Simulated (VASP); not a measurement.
# W3C in VASP: notebook

W3C is run at these levels: PBE; tasks: single point.

Program: VASP 6.6.1. These are calculated values, not measurements. Logs are shortened: lines on timing, memory, paths and dates and some standing lists are left out, and cuts for length are marked.

### Step 1. The cell of the first run

The cell holds a slab with vacuum, 4 atoms: a = 2.855 Å, b = 2.855 Å, c = 21.697 Å, α = 90.00°, β = 90.00°, γ = 120.00°.

### Step 2. Single point, PBE

Contents of INCAR:

```
  PREC = Accurate
  ENCUT = 520
  EDIFF = 1E-7
  ISMEAR = 0
  SIGMA = 0.1
  LREAL = False
  LASPH = True
  NELM = 80
  ALGO = Normal
  ISIF = 2
  LWAVE = False
  LCHARG = True
  LDIPOL = True
  IDIPOL = 3
  DIPOL = 0.5 0.5 0.359
  GGA = PE
  LELF = True
  LVHAR = True
  LVACPOTAV = True
  NBANDS = 31
```

Contents of KPOINTS:

```
regular mesh
0
Gamma
  9 9 1
```

Contents of POSCAR:

```
W3C
1.0
    2.8545944806      0.0000000000      0.0000000000
   -1.4272972403      2.4721513377      0.0000000000
    0.0000000000      0.0000000000     21.6971108210
W C
3 1
Direct
    0.6666666667      0.3333333333      0.1843563428
    0.3333333333      0.6666666667      0.2926027619
    0.0000000000      0.0000000000      0.4008418859
    0.5555555556     -0.5555555556      0.5589274499
```

Potentials or basis: VASP PAW PBE potentials, release 64 (W_sv, C).

Launch:

```
$ cat potpaw_PBE.64/W_sv/POTCAR potpaw_PBE.64/C/POTCAR > POTCAR
$ mpirun -np 1 vasp_std > vasp.out
```

OUTCAR:

```text
PREC = Accurate
   ENCUT = 520
   EDIFF = 1E-7
   ISMEAR = 0
   LREAL = False
   LASPH = True
   NELM = 80
   ISIF = 2
   GGA = PE

 ion  position               nearest neighbor table
   1  0.667  0.333  0.184-   2 2.87   2 2.87   2 2.87
   2  0.333  0.667  0.293-   3 2.87   3 2.87   3 2.87   1 2.87   1 2.87   1 2.87
   3  0.000  0.000  0.401-   2 2.87   2 2.87   2 2.87
   4  0.556  0.444  0.559-

  LATTYP: Found a hexagonal cell.
 ALAT       =     2.8545944806
 C/A-ratio  =     7.6007681541

  Lattice vectors:

 A1 = (   2.8545944806,   0.0000000000,   0.0000000000)
 A2 = (  -1.4272972403,   2.4721513377,   0.0000000000)
 A3 = (   0.0000000000,   0.0000000000,  21.6971108210)

Analysis of symmetry for initial positions (statically):
=====================================================================
 Subroutine PRICEL returns:
 Original cell was already a primitive cell.

 Routine SETGRP: Setting up the symmetry group for a
 hexagonal supercell.

 Subroutine GETGRP returns: Found  2 space group operations
 (whereof  2 operations were pure point group operations)
 out of a pool of 24 trial point group operations.

The static configuration has the point symmetry C_1h.

Analysis of symmetry for dynamics (positions and initial velocities):
=====================================================================
 Subroutine PRICEL returns:
 Original cell was already a primitive cell.

 Routine SETGRP: Setting up the symmetry group for a
 hexagonal supercell.

 Subroutine GETGRP returns: Found  2 space group operations
 (whereof  2 operations were pure point group operations)
 out of a pool of 24 trial point group operations.

The dynamic configuration has the point symmetry C_1h.

 Subroutine INISYM returns: Found  2 space group operations
 (whereof  2 operations are pure point group operations),
 and found     1 'primitive' translations

----------------------------------------------------------------------------------------

                                     Primitive cell

  volume of cell :     153.1163

  direct lattice vectors                    reciprocal lattice vectors
     2.854594481  0.000000000  0.000000000     0.350312455  0.202252990  0.000000000
    -1.427297240  2.472151338  0.000000000     0.000000000  0.404505980  0.000000000
     0.000000000  0.000000000 21.697110821     0.000000000  0.000000000  0.046089086

  length of vectors
     2.854594481  2.854594481 21.697110821     0.404505980  0.404505980  0.046089086

  position of ions in fractional coordinates (direct lattice)
     0.666666667  0.333333333  0.184356343
     0.333333333  0.666666667  0.292602762
     0.000000000  0.000000000  0.400841886
     0.555555556  0.444444444  0.558927450

  ion indices of the primitive-cell ions
   primitive index   ion index
                 1           1
                 2           2
                 3           3
                 4           4

----------------------------------------------------------------------------------------

 KPOINTS: regular mesh

Automatic generation of k-mesh.
 Grid dimensions read from file:
 generate k-points for:    9    9    1

 Generating k-lattice:

  Cartesian coordinates                     Fractional coordinates (reciprocal lattice)
     0.038923606  0.022472554  0.000000000     0.111111111  0.000000000  0.000000000
     0.000000000  0.044945109  0.000000000     0.000000000  0.111111111  0.000000000
     0.000000000  0.000000000  0.046089086     0.000000000  0.000000000  1.000000000

  Length of vectors
     0.044945109  0.044945109  0.046089086

  Shift w.r.t. Gamma in fractional coordinates (k-lattice)
     0.000000000  0.000000000  0.000000000

 Subroutine IBZKPT returns following result:
 ===========================================

 Found     25 irreducible k-points:

 Following reciprocal coordinates:
            Coordinates               Weight
  0.000000  0.000000  0.000000      1.000000
  0.111111  0.000000  0.000000      4.000000
 -0.111111  0.111111  0.000000      2.000000
  0.222222  0.000000  0.000000      4.000000
 -0.222222  0.222222  0.000000      2.000000
  0.333333  0.000000  0.000000      4.000000
[... 16 lines left out ...]
 -0.222222 -0.444444  0.000000      4.000000
  0.444444  0.333333  0.000000      4.000000
   k-points           NKPTS =     25   k-points in BZ     NKDIM =     25   number of bands    NBANDS=     31
   number of dos      NEDOS =    301   number of ions     NIONS =      4
   total plane-waves  NPLWV =  93312
   dimension x,y,z NGX =    24 NGY =   24 NGZ =  162
   dimension x,y,z NGXF=    48 NGYF=   48 NGZF=  324
   ions per type =               3   1
   NGX,Y,Z   is equivalent  to a cutoff of  13.98, 13.98, 12.41 a.u.
   NGXF,Y,Z  is equivalent  to a cutoff of  27.95, 27.95, 24.83 a.u.
 SYSTEM =  unknown system
   PREC   = accura    normal or accurate (medium, high low for compatibility)
   ISTART =      0    job   : 0-new  1-cont  2-samecut
   ICHARG =      2    charge: 1-file 2-atom 10-const
   ISPIN  =      1    spin polarized calculation?
   LNONCOLLINEAR =      F non collinear calculations
   LSORBIT =      F    spin-orbit coupling
   LASPH  =      T    aspherical Exc in radial PAW
   ENCUT  =  520.0 eV  38.22 Ry    6.18 a.u.   5.31  5.31 40.34*2*pi/ulx,y,z
   NELM   =     80;   NELMIN=  2; NELMDL= -5     # of ELM steps
   EDIFF  = 0.1E-06   stopping-criterion for ELM
   LREAL  =      F    real-space projection
   EDIFFG = 0.1E-05   stopping-criterion for IOM
   NSW    =      0    number of steps for IOM
   IBRION =     -1    ionic relax: 0-MD 1-quasi-New 2-CG
   NFREE  =      0    steps in history (QN), initial steepest desc. (CG)
   ISIF   =      2    stress and relaxation
   ISYM   =      2    0-nonsym 1-usesym 2-fastsym
   POTIM  = 0.5000    time-step for ionic-motion
   TEBEG  =    0.0;   TEEND  =   0.0 temperature during run
   PSTRESS=    0.0 pullay stress
   NELECT =      46.0000    total number of electrons
   NUPDOWN=      -1.0000    fix difference up-down
   EMIN   =  10.00;   EMAX   =-10.00  energy-range for DOS
   EFERMI =   0.00;   METHOD = LEGACY
   ISMEAR =     0;   SIGMA  =   0.10  broadening in eV -4-tet -1-fermi 0-gaus
   EFERMI_NEDOS =   21; number of points for ismear=-14 and -15
   IALGO  =     38    algorithm
   IMIX   =      4    mixing-type and parameters
     AMIX     =   0.40;   BMIX     =  1.00
     AMIX_MAG =   1.60;   BMIX_MAG =  1.00
  volume/ion in A,a.u.               =      38.28       258.32
  Fermi-wavevector in a.u.,A,eV,Ry     =   1.096445  2.071981 16.356820  1.202192
  Thomas-Fermi vector in A             =   2.232787
   LORBIT       =      0    0 simple, 1 ext, 2 COOP (PROOUT), +10 PAW based schemes
   GGA     = PE    functional components
   LHFCALC =     F    Hartree Fock is set to
   AEXX    =    0.0000 exact exchange contribution
   IVDW    =     0    specifies the selected vdW correction
   LEPSILON=     F    determine dielectric tensor
   LRPA    =     F    only Hartree local field effects (RPA)
 non-spin polarized calculation
 Gauss-broadening in eV      SIGMA  =   0.10
  energy-cutoff  :      520.00
  volume of cell :      153.12
 maximum number of plane-waves:      4147
 NGX is ok and might be reduce to    24
   NGX = 11   NGY = 11   NGZ = 81

 dipolmoment           0.000000      0.000000     -0.007270 electrons x Angstroem

 number of electron      45.9999997 magnetization

 dipolmoment           0.000000      0.000000      0.027000 electrons x Angstroem

 Free energy of the ion-electron system (eV)
  ---------------------------------------------------
  ext. energy  EPLUGINS =         0.00000000
  ---------------------------------------------------
  free energy    TOTEN  =       -37.91666377 eV

  energy without entropy =      -37.87826703  energy(sigma->0) =      -37.89746540

 E-fermi :   0.3748     XC(G=0):  -6.3481

 val. band max:        0.3641521634   @ k =  -0.1111   0.2222   0.0000
 cond. band min:       0.3879806957   @ k =  -0.4444   0.3333   0.0000
 fundamental gap:      0.0238285323
 Fermi energy:         0.3748231339

 k-point     1 :       0.0000    0.0000    0.0000
  band No.  band energies     occupation
      1     -73.4948      2.00000
      2     -73.3746      2.00000
      3     -73.3129      2.00000
      4     -38.0767      2.00000
      5     -37.7392      2.00000
      6     -37.2868      2.00000
[... 23 lines left out ...]
     30       3.2128      0.00000
     31       3.2251      0.00000

 k-point     2 :       0.1111    0.0000    0.0000
  band No.  band energies     occupation
      1     -73.4864      2.00000
      2     -73.3660      2.00000
      3     -73.3060      2.00000
      4     -38.0466      2.00000
      5     -37.7348      2.00000
      6     -37.3234      2.00000
[... 23 lines left out ...]
     30       2.7426      0.00000
     31       3.1875      0.00000

 k-point     3 :      -0.1111    0.1111    0.0000
  band No.  band energies     occupation
      1     -73.4864      2.00000
      2     -73.3660      2.00000
      3     -73.3060      2.00000
      4     -38.0466      2.00000
      5     -37.7347      2.00000
      6     -37.3227      2.00000
[... 23 lines left out ...]
     30       2.7431      0.00000
     31       3.1755      0.00000

 k-point     4 :       0.2222    0.0000    0.0000
  band No.  band energies     occupation
      1     -73.4649      2.00000
      2     -73.3439      2.00000
      3     -73.2885      2.00000
      4     -37.9717      2.00000
      5     -37.7527      2.00000
      6     -37.5351      2.00000
[... 635 lines left out ...]
     30       3.6358      0.00000
     31       4.8535      0.00000

 k-point    23 :      -0.2222   -0.4444    0.0000
  band No.  band energies     occupation
      1     -73.4173      2.00000
      2     -73.2940      2.00000
      3     -73.2507      2.00000
      4     -37.9704      2.00000
      5     -37.9172      2.00000
      6     -37.7702      2.00000
[... 23 lines left out ...]
     30       3.6490      0.00000
     31       4.8555      0.00000

 k-point    24 :       0.4444    0.3333    0.0000
  band No.  band energies     occupation
      1     -73.4173      2.00000
      2     -73.2941      2.00000
      3     -73.2507      2.00000
      4     -37.9690      2.00000
      5     -37.9153      2.00000
      6     -37.7704      2.00000
[... 23 lines left out ...]
     30       3.6768      0.00000
     31       4.8602      0.00000

 [... further k-points ...]
[... 5 lines left out ...]
  --------------------------------------------------------------------------------------
  -------------------------------------------------------------------------------------
  Total       -9.5961427     -9.6827061     -2.8071035     -0.0749661     -0.0274403      0.0475280
  in kB     -100.4120649   -101.3178459    -29.3729537     -0.7844293     -0.2871297      0.4973234
  external PRESSURE =     -77.0342882 kB  Pullay stress =       0.0000000 kB

 VOLUME and BASIS-vectors are now :
 -----------------------------------------------------------------------------
  energy-cutoff  :      520.00
  volume of cell :      153.12
      direct lattice vectors                 reciprocal lattice vectors
     2.854594481  0.000000000  0.000000000     0.350312455  0.202252990  0.000000000
    -1.427297240  2.472151338  0.000000000     0.000000000  0.404505980  0.000000000
     0.000000000  0.000000000 21.697110821     0.000000000  0.000000000  0.046089086

 POSITION                                       TOTAL-FORCE (eV/Angst)
 -----------------------------------------------------------------------------------
      1.42730      0.82405      4.00000        -0.004825      0.002786     -0.026619
     -0.00000      1.64810      6.34863        -0.014680      0.008475      0.073069
      0.00000      0.00000      8.69711         0.022324     -0.012889      0.747407
      0.95153      1.09873     12.12711        -0.002819      0.001627     -0.793858
 -----------------------------------------------------------------------------------
    total drift:                                0.000045     -0.000026     -0.000549

  FREE ENERGIE OF THE ION-ELECTRON SYSTEM (eV)
  ---------------------------------------------------
  free  energy   TOTEN  =       -37.9166637695 eV

  energy  without entropy=      -37.8782670263  energy(sigma->0) =      -37.89746540

 vacuum level on the upper side and lower side of the slab         6.216         5.524
```

Run time: 2.9 min. Hardware: 1 thread of AMD EPYC 9R45 (Zen 5), shared host; peak memory 0.31 GiB.

Results:

| Item | Value |
| --- | --- |
| Free energy | -37.9167 eV |
| Largest force | 0.794 eV/Å |
| Band gap on the k mesh | zero (bands 23 and 24 overlap by 1.08 eV) |

Forces on the atoms (eV/Å):
```
W   -0.005  0.003 -0.027
W   -0.015  0.008  0.073
W    0.022 -0.013  0.747
C   -0.003  0.002 -0.794
```

Levels at points of the mesh, in eV from the Fermi level:
```tsv
k point	band 20	band 21	band 22	band 23	band 24	band 25	band 26	band 27
(0.00, 0.00, 0.00)	-0.51	-0.51	-0.18	-0.18	0.08	0.08	0.11	1.54
```

Caveat: spin-orbit coupling is left out, which moves the levels of the heavy elements.

### Step 3. Single point, PBE

Contents of INCAR:

```
SYSTEM = W3C
ALGO = Normal ; DIPOL = 0.5 0.5 0.339
EDIFF = 1E-7 ; ENCUT = 520
GGA = PE ; IDIPOL = 3
ISIF = 2 ; ISMEAR = 0
LASPH = .TRUE. ; LCHARG = .TRUE.
LDIPOL = .TRUE. ; LELF = .TRUE.
LREAL = .FALSE. ; LVACPOTAV = .TRUE.
LVHAR = .TRUE. ; LWAVE = .FALSE.
NBANDS = 31 ; NELM = 60
PREC = Accurate ; SIGMA = 0.1
```

Contents of KPOINTS:

```
k-points
0
G
  9 9 1
  0 0 0
```

Edit POSCAR of step 2 so:

```diff
@@ -11,2 +11,2 @@
     0.0000000000      0.0000000000      0.4008418859
-    0.5555555556     -0.5555555556      0.5589274499
+    0.7777777778     -0.7777777778      0.4787324408
```

Potentials or basis: VASP PAW PBE potentials, release 64 (W_sv, C).

Launch:

```
$ cat potpaw_PBE.64/W_sv/POTCAR potpaw_PBE.64/C/POTCAR > POTCAR
$ mpirun -np 1 vasp_std > vasp.out
```

Wall time 2.4 min (1 thread of AMD EPYC 9R45 (Zen 5), shared host); peak memory 0.31 GiB.

Results (log left out):

```yaml
Free_energy: -41.7461 eV
Largest_force: 2.692 eV/Å
Band_gap_on_the_k_mesh: zero (bands 23 and 24 overlap by 0.94 eV)
```

Forces in eV/Å, atoms in the order of the input:
```
W   -0.069  0.040 -0.106
W   -0.079  0.045  0.211
W    0.352 -0.203  2.577
C   -0.204  0.118 -2.681
```

Levels at points of the mesh, in eV from the Fermi level:
```
           k point  band 21  band 22  band 23  band 24  band 25  band 26
(0.00, 0.00, 0.00)    -0.50    -0.37    -0.02    -0.01     0.05     0.41
```

Caveat: spin-orbit coupling is left out, which moves the levels of the heavy elements.
